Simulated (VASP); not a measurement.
Wanted: the native input for a VASP 6.6.1 run.

| Quantity | Value |
| --- | --- |
| Task | relaxation of cell and atoms |
| Functional | PBE |
| Potentials or basis | VASP PAW PBE potentials, release 64 (Hf_pv, Ta_pv, F) |
| Cutoff | 600 eV |
| k mesh | 6 × 6 × 2 |
| Occupations | gaussian, width 0.1 eV |
| Spin | no spin polarisation |
| Dipole correction | no |
| Further INCAR settings | ALGO = Normal; EDIFF = 1e-06; IBRION = 2; EDIFFG = -0.04; NSW = 90; ISIF = 3 |

The structure of Hf3Ta2F lies in POSCAR:

```
Hf3Ta2F
1.0
    3.4081783800      0.0000000000      0.0000000000
    0.0000000000      3.4081783800      0.0000000000
    0.0000000000      0.0000000000     10.7920435200
Hf Ta F
3 2 1
Direct
    0.5000000000      0.5000000000      0.1787200000
    0.5000000000      0.5000000000      0.5000000000
    0.5000000000      0.5000000000      0.8212800000
    0.0000000000      0.0000000000      0.3334420000
    0.0000000000      0.0000000000      0.6665580000
    0.0000000000      0.0000000000      0.0000000000
```

The cell was generated, and may not be a known phase.

The input as run:

INCAR

```
  PREC = Accurate
  ENCUT = 600
  EDIFF = 1E-6
  ISMEAR = 0
  SIGMA = 0.1
  LREAL = F
  LASPH = T
  NELM = 60
  ALGO = Normal
  ISIF = 3
  LWAVE = F
  LCHARG = F
  GGA = PE
  IBRION = 2
  NSW = 90
  EDIFFG = -0.04
```

KPOINTS

```
Automatic mesh
0
Gamma
  6 6 2
```

Potentials or basis: VASP PAW PBE potentials, release 64 (Hf_pv, Ta_pv, F).

The run is started by

```sh
$ cat potpaw_PBE.64/Hf_pv/POTCAR potpaw_PBE.64/Ta_pv/POTCAR potpaw_PBE.64/F/POTCAR > POTCAR
$ mpirun -np 1 vasp_std > vasp.out
```

It gave:

The relaxed volume is 18.66 Å³/atom and the relaxed cell is a = 2.960 Å, b = 2.960 Å, c = 12.776 Å, α = 90.00°, β = 90.00°, γ = 90.00°. The space group after relaxing (to 0.1 Å) is P4/mmm (No. 123) and the energy gained by relaxing is 119.4 meV/atom. The ionic steps are 27, the pressure after relaxing is 0.2 GPa and the largest force after relaxing is 0.028 eV/Å. The band gap on the k mesh is zero (an odd number of electrons rules out a gap without spin polarisation).

Caveat: a cell axis changed by over 15 % at a fixed basis, so the end point is rough; spin-orbit coupling is left out, which moves the levels of the heavy elements; an odd number of electrons without spin polarisation forces a metal; a magnetic or distorted state may lie lower.

It took 29 min on 1 thread of Intel(R) Xeon(R) Platinum 8488C (Sapphire Rapids), with other jobs on the host, peak memory 0.33 GiB.
